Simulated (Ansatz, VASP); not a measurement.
## Two plane-wave programs on K

```
CELL_PARAMETERS angstrom
4.69538 0.00000 0.00000
-2.34769 4.06632 0.00000
0.00000 0.00000 7.63537
ATOMIC_POSITIONS crystal
K 0.33333 0.66667 0.25000
K 0.66667 0.33333 0.75000
```

Alike in both runs: task single point; functional BLYP; k mesh 9 × 9 × 5; occupations fermi-dirac, width 0.1 eV; no spin polarisation.

```csv
,VASP,Ansatz
version,VASP 6.6.1,Ansatz 0.2.0
potentials or method,"VASP PAW PBE potentials, release 64 (K_sv), cutoff 520 eV","plane waves (420 eV) with PAW, scalar-relativistic"
valence electrons in the cell,18,18
```

```tsv
	VASP	Ansatz	Ansatz less VASP
pressure (GPa)	0.1	0.2	+0.01
```

VASP's potentials were made for PBE, not for BLYP. With one functional, cell and mesh, what is left measures potentials, basis and numerics.
